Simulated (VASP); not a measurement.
# BeCl3 (P6_3/m) in VASP: single point with r2SCAN

Aim: the single point of BeCl3 with r2SCAN.

Program: VASP 6.6.1. These are calculated values, not measurements. Logs are shortened: lines on timing, memory, paths and dates and some standing lists are left out, and cuts for length are marked.

## 1. The cell of the first run

It takes space group P6_3/m (No. 176, hexagonal). Conventional cell: a = 8.132 Å, b = 8.132 Å, c = 2.709 Å, α = 90.00°, β = 90.00°, γ = 120.00°. Cl (site symmetry m) has 2 Be at 2.23 Å and 2 Cl at 2.71 Å within 2.9 Å. Within 2.9 Å of Be (site symmetry -6) lie 6 Cl at 2.23 Å and 2 Be at 2.71 Å.

## 2. Single point, r2SCAN

File POSCAR:

```
BeCl3
1.0
    8.1317305284      0.0000000000      0.0000000000
   -4.0658652642      7.0422852143      0.0000000000
    0.0000000000      0.0000000000      2.7088498906
Cl Be
6 2
Direct
    0.4250580021      0.2735174709      0.2500000000
    0.1515405312      0.4250580021      0.7500000000
    0.7264825291      0.1515405312      0.2500000000
    0.5749419979      0.7264825291      0.7500000000
    0.8484594688      0.5749419979      0.2500000000
    0.2735174709      0.8484594688      0.7500000000
    0.3333333333      0.6666666667      0.2500000000
    0.6666666667      0.3333333333      0.7500000000
```

File INCAR.step1:

```
SYSTEM = BeCl3
  PREC = Accurate
  ENCUT = 520
  ISMEAR = -1
  SIGMA = 0.1
  LREAL = .False.
  LASPH = .True.
  NELM = 60
  NBANDS = 33
  GGA = PE
  ALGO = Normal
  EDIFF = 1E-4
  LWAVE = .True.
  LCHARG = .False.
```

File INCAR.step2:

```
SYSTEM = BeCl3
  PREC = Accurate
  ENCUT = 520
  EDIFF = 1E-6
  ISMEAR = -1
  SIGMA = 0.1
  LREAL = .False.
  LASPH = .True.
  NELM = 60
  ALGO = Normal
  ISIF = 2
  LWAVE = .False.
  LCHARG = .False.
  METAGGA = R2SCAN
  LMIXTAU = .True.
  NBANDS = 33
  ISTART = 1
```

File KPOINTS:

```
Automatic mesh
0
Gamma
  5 5 8
  0 0 0
```

Potentials or basis: VASP PAW PBE potentials, release 64 (Cl, Be).

The run is started by

```sh
cat potpaw_PBE.64/Cl/POTCAR potpaw_PBE.64/Be/POTCAR > POTCAR
cp INCAR.step1 INCAR
mpirun -np 1 vasp_std > vasp.out
cp INCAR.step2 INCAR
mpirun -np 1 vasp_std > vasp.out
```

OUTCAR:

```text
SYSTEM = BeCl3
   PREC = Accurate
   ENCUT = 520
   EDIFF = 1E-6
   ISMEAR = -1
   LREAL = .False.
   LASPH = .True.
   NELM = 60
   ISIF = 2
   METAGGA = R2SCAN
   ISTART = 1

 ion  position               nearest neighbor table
   1  0.425  0.274  0.250-   8 2.23   8 2.23
   2  0.152  0.425  0.750-   7 2.23   7 2.23
   3  0.726  0.152  0.250-   8 2.23   8 2.23
   4  0.575  0.726  0.750-   7 2.23   7 2.23
   5  0.848  0.575  0.250-   8 2.23   8 2.23
   6  0.274  0.848  0.750-   7 2.23   7 2.23
   7  0.333  0.667  0.250-   6 2.23   6 2.23   2 2.23   2 2.23   4 2.23   4 2.23
   8  0.667  0.333  0.750-   3 2.23   3 2.23   5 2.23   5 2.23   1 2.23   1 2.23

  LATTYP: Found a hexagonal cell.
 ALAT       =     8.1317305284
 C/A-ratio  =     0.3331209613

  Lattice vectors:

 A1 = (   8.1317305284,   0.0000000000,   0.0000000000)
 A2 = (  -4.0658652642,   7.0422852143,   0.0000000000)
 A3 = (   0.0000000000,   0.0000000000,   2.7088498906)

Analysis of symmetry for initial positions (statically):
=====================================================================
 Subroutine PRICEL returns:
 Original cell was already a primitive cell.

 Routine SETGRP: Setting up the symmetry group for a
 hexagonal supercell.

 Subroutine GETGRP returns: Found 12 space group operations
 (whereof  6 operations were pure point group operations)
 out of a pool of 24 trial point group operations.

The static configuration has the point symmetry S_6 .
 The point group associated with its full space group is C_6h.

Analysis of symmetry for dynamics (positions and initial velocities):
=====================================================================
 Subroutine PRICEL returns:
 Original cell was already a primitive cell.

 Routine SETGRP: Setting up the symmetry group for a
 hexagonal supercell.

 Subroutine GETGRP returns: Found 12 space group operations
 (whereof  6 operations were pure point group operations)
 out of a pool of 24 trial point group operations.

The dynamic configuration has the point symmetry S_6 .
 The point group associated with its full space group is C_6h.

 Subroutine INISYM returns: Found 12 space group operations
 (whereof  6 operations are pure point group operations),
 and found     1 'primitive' translations

----------------------------------------------------------------------------------------

                                     Primitive cell

  volume of cell :     155.1249

  direct lattice vectors                    reciprocal lattice vectors
     8.131730528  0.000000000  0.000000000     0.122975054  0.070999680  0.000000000
    -4.065865264  7.042285214  0.000000000     0.000000000  0.141999361  0.000000000
     0.000000000  0.000000000  2.708849891     0.000000000  0.000000000  0.369160360

  length of vectors
     8.131730528  8.131730528  2.708849891     0.141999361  0.141999361  0.369160360

  position of ions in fractional coordinates (direct lattice)
     0.425058002  0.273517471  0.250000000
     0.151540531  0.425058002  0.750000000
     0.726482529  0.151540531  0.250000000
     0.574941998  0.726482529  0.750000000
     0.848459469  0.574941998  0.250000000
     0.273517471  0.848459469  0.750000000
     0.333333333  0.666666667  0.250000000
     0.666666667  0.333333333  0.750000000

  ion indices of the primitive-cell ions
   primitive index   ion index
                 1           1
                 2           2
                 3           3
                 4           4
                 5           5
                 6           6
                 7           7
                 8           8

----------------------------------------------------------------------------------------

 KPOINTS: Automatic mesh

Automatic generation of k-mesh.
 Grid dimensions read from file:
 generate k-points for:    5    5    8

 Generating k-lattice:

  Cartesian coordinates                     Fractional coordinates (reciprocal lattice)
     0.024595011  0.014199936  0.000000000     0.200000000  0.000000000  0.000000000
     0.000000000  0.028399872  0.000000000     0.000000000  0.200000000  0.000000000
     0.000000000  0.000000000  0.046145045     0.000000000  0.000000000  0.125000000

  Length of vectors
     0.028399872  0.028399872  0.046145045

  Shift w.r.t. Gamma in fractional coordinates (k-lattice)
     0.000000000  0.000000000  0.000000000

 Subroutine IBZKPT returns following result:
 ===========================================

 Found     25 irreducible k-points:

 Following reciprocal coordinates:
            Coordinates               Weight
  0.000000  0.000000  0.000000      1.000000
  0.200000  0.000000  0.000000      6.000000
  0.400000  0.000000  0.000000      6.000000
  0.200000  0.200000  0.000000      6.000000
  0.400000  0.200000  0.000000      6.000000
  0.000000  0.000000  0.125000      2.000000
[... 16 lines left out ...]
  0.400000  0.000000  0.500000      6.000000
  0.200000  0.200000  0.500000      6.000000
   k-points           NKPTS =     25   k-points in BZ     NKDIM =     25   number of bands    NBANDS=     33
   number of dos      NEDOS =    301   number of ions     NIONS =      8
   total plane-waves  NPLWV =  72000
   dimension x,y,z NGX =    60 NGY =   60 NGZ =   20
   dimension x,y,z NGXF=   120 NGYF=  120 NGZF=   40
   ions per type =               6   2
   NGX,Y,Z   is equivalent  to a cutoff of  12.27, 12.27, 12.27 a.u.
   NGXF,Y,Z  is equivalent  to a cutoff of  24.53, 24.53, 24.55 a.u.
 SYSTEM =  BeCl3
   PREC   = accura    normal or accurate (medium, high low for compatibility)
   ISTART =      1    job   : 0-new  1-cont  2-samecut
   ICHARG =      0    charge: 1-file 2-atom 10-const
   ISPIN  =      1    spin polarized calculation?
   LNONCOLLINEAR =      F non collinear calculations
   LSORBIT =      F    spin-orbit coupling
   LASPH  =      T    aspherical Exc in radial PAW
   ENCUT  =  520.0 eV  38.22 Ry    6.18 a.u.  15.12 15.12  5.04*2*pi/ulx,y,z
   NELM   =     60;   NELMIN=  2; NELMDL=  0     # of ELM steps
   EDIFF  = 0.1E-05   stopping-criterion for ELM
   LREAL  =      F    real-space projection
   EDIFFG = 0.1E-04   stopping-criterion for IOM
   NSW    =      0    number of steps for IOM
   IBRION =     -1    ionic relax: 0-MD 1-quasi-New 2-CG
   NFREE  =      0    steps in history (QN), initial steepest desc. (CG)
   ISIF   =      2    stress and relaxation
   ISYM   =      2    0-nonsym 1-usesym 2-fastsym
   POTIM  = 0.5000    time-step for ionic-motion
   TEBEG  =    0.0;   TEEND  =   0.0 temperature during run
   PSTRESS=    0.0 pullay stress
   NELECT =      46.0000    total number of electrons
   NUPDOWN=      -1.0000    fix difference up-down
   EMIN   =  10.00;   EMAX   =-10.00  energy-range for DOS
   EFERMI =   0.00;   METHOD = LEGACY
   ISMEAR =    -1;   SIGMA  =   0.10  broadening in eV -4-tet -1-fermi 0-gaus
   EFERMI_NEDOS =   21; number of points for ismear=-14 and -15
   IALGO  =     38    algorithm
   IMIX   =      4    mixing-type and parameters
     AMIX     =   0.40;   BMIX     =  1.00
     AMIX_MAG =   1.60;   BMIX_MAG =  1.00
  volume/ion in A,a.u.               =      19.39       130.85
  Fermi-wavevector in a.u.,A,eV,Ry     =   1.091692  2.062999 16.215317  1.191792
  Thomas-Fermi vector in A             =   2.227943
   LORBIT       =      0    0 simple, 1 ext, 2 COOP (PROOUT), +10 PAW based schemes
   METAGGA = R2SCAN    functional components
   LHFCALC =     F    Hartree Fock is set to
   AEXX    =    0.0000 exact exchange contribution
   IVDW    =     0    specifies the selected vdW correction
   LEPSILON=     F    determine dielectric tensor
   LRPA    =     F    only Hartree local field effects (RPA)
 non-spin polarized calculation
  energy-cutoff  :      520.00
  volume of cell :      155.12
 maximum number of plane-waves:      4206
   NGX = 31   NGY = 31   NGZ = 11

 number of electron      46.0000000 magnetization

 Free energy of the ion-electron system (eV)
  ---------------------------------------------------
  ext. energy  EPLUGINS =         0.00000000
  ---------------------------------------------------
  free energy    TOTEN  =       -50.05104185 eV

  energy without entropy =      -49.93339401  energy(sigma->0) =      -49.99221793

 E-fermi :   1.5644     XC(G=0):  -9.2864

 val. band max:        1.5442246750   @ k =   0.2000   0.2000   0.1250
 cond. band min:       1.5675978783   @ k =   0.4000   0.2000   0.1250
 fundamental gap:      0.0233732033
 Fermi energy:         1.5644410923

 k-point     1 :       0.0000    0.0000    0.0000
  band No.  band energies     occupation
      1     -15.2135      2.00000
      2     -14.5357      2.00000
      3     -14.0873      2.00000
      4     -14.0873      2.00000
      5     -14.0180      2.00000
      6     -14.0180      2.00000
[... 25 lines left out ...]
     32      11.6493      0.00000
     33      11.7573      0.00000

 k-point     2 :       0.2000    0.0000    0.0000
  band No.  band energies     occupation
      1     -15.1713      2.00000
      2     -14.6232      2.00000
      3     -14.1548      2.00000
      4     -14.1467      2.00000
      5     -13.9441      2.00000
      6     -13.9139      2.00000
[... 25 lines left out ...]
     32      11.5030      0.00000
     33      11.8014      0.00000

 k-point     3 :       0.4000    0.0000    0.0000
  band No.  band energies     occupation
      1     -15.0648      2.00000
      2     -14.7933      2.00000
      3     -14.2094      2.00000
      4     -14.1737      2.00000
      5     -13.8789      2.00000
      6     -13.8245      2.00000
[... 25 lines left out ...]
     32      11.7377      0.00000
     33      11.8769      0.00000

 k-point     4 :       0.2000    0.2000    0.0000
  band No.  band energies     occupation
      1     -15.0933      2.00000
      2     -14.7503      2.00000
      3     -14.2569      2.00000
      4     -14.0928      2.00000
      5     -13.9332      2.00000
      6     -13.8198      2.00000
[... 25 lines left out ...]
     32      11.6252      0.00000
     33      11.8825      0.00000

 k-point     5 :       0.4000    0.2000    0.0000
  band No.  band energies     occupation
      1     -14.9962      2.00000
      2     -14.8733      2.00000
      3     -14.2996      2.00000
      4     -14.0630      2.00000
      5     -13.9320      2.00000
      6     -13.7776      2.00000
[... 604 lines left out ...]
 k-point    22 :       0.2000    0.0000    0.5000
  band No.  band energies     occupation
      1     -13.1261      2.00000
      2     -13.1261      2.00000
      3     -12.2649      2.00000
      4     -12.2649      2.00000
      5     -12.2637      2.00000
      6     -12.2637      2.00000
[... 25 lines left out ...]
     32       9.8458      0.00000
     33      11.7989      0.00000

 k-point    23 :       0.4000    0.0000    0.5000
  band No.  band energies     occupation
      1     -13.1241      2.00000
      2     -13.1241      2.00000
      3     -12.2675      2.00000
      4     -12.2675      2.00000
      5     -12.2643      2.00000
      6     -12.2643      2.00000
[... 25 lines left out ...]
     32      10.1217      0.00000
     33      11.4883      0.00000

 k-point    24 :       0.2000    0.2000    0.5000
  band No.  band energies     occupation
      1     -13.1245      2.00000
      2     -13.1245      2.00000
      3     -12.2668      2.00000
      4     -12.2668      2.00000
      5     -12.2644      2.00000
      6     -12.2644      2.00000
[... 25 lines left out ...]
     32      10.0678      0.00000
     33      11.5829      0.00000

 [... further k-points ...]
[... 5 lines left out ...]
  --------------------------------------------------------------------------------------
  -------------------------------------------------------------------------------------
  Total        4.6711936      4.6711936      4.5809707      0.0000000      0.0000000      0.0000000
  in kB       48.2455123     48.2455123     47.3136624      0.0000002      0.0000000      0.0000000
  external PRESSURE =      47.9348957 kB  Pullay stress =       0.0000000 kB

 VOLUME and BASIS-vectors are now :
 -----------------------------------------------------------------------------
  energy-cutoff  :      520.00
  volume of cell :      155.12
      direct lattice vectors                 reciprocal lattice vectors
     8.131730528  0.000000000  0.000000000     0.122975054  0.070999680  0.000000000
    -4.065865264  7.042285214  0.000000000     0.000000000  0.141999361  0.000000000
     0.000000000  0.000000000  2.708849891     0.000000000  0.000000000  0.369160360

 POSITION                                       TOTAL-FORCE (eV/Angst)
 -----------------------------------------------------------------------------------
      2.34437      1.92619      0.67721         0.013467      0.004234     -0.000000
     -0.49594      2.99338      2.03164         0.003067      0.013780      0.000000
      5.29142      1.06719      0.67721        -0.010400      0.009546      0.000000
      1.72149      5.11610      2.03164        -0.013467     -0.004234      0.000000
      4.56181      4.04891      0.67721        -0.003067     -0.013780     -0.000000
     -1.22555      5.97509      2.03164         0.010400     -0.009546      0.000000
     -0.00000      4.69486      0.67721         0.000000      0.000000     -0.000000
      4.06587      2.34743      2.03164         0.000000      0.000000      0.000000
 -----------------------------------------------------------------------------------
    total drift:                               -0.000001      0.000001     -0.000000

  FREE ENERGIE OF THE ION-ELECTRON SYSTEM (eV)
  ---------------------------------------------------
  free  energy   TOTEN  =       -50.0510418536 eV

  energy  without entropy=      -49.9333940099  energy(sigma->0) =      -49.99221793
```

It took 2.6 min on 1 thread of Intel Xeon 6975P-C (Granite Rapids), shared host; peak memory 0.32 GiB.

Results:

```
Free energy            : -50.0510 eV
Pressure               : 4.8 GPa
Largest force          : 0.014 eV/Å
Band gap on the k mesh : zero (bands 23 and 24 overlap by 1.81 eV)
```

Forces in eV/Å, atoms in the order of the input:
```
Cl   0.013  0.004  0.000
Cl   0.003  0.014  0.000
Cl  -0.010  0.010  0.000
Cl  -0.013 -0.004  0.000
Cl  -0.003 -0.014  0.000
Cl   0.010 -0.010  0.000
Be   0.000  0.000  0.000
Be   0.000  0.000  0.000
```

Caveat: the cell stands under pressure; the PAW data sets were made with another functional, which shifts forces and pressure a little.

The gap in the log of VASP goes by the Fermi energy; the results here count the filled bands.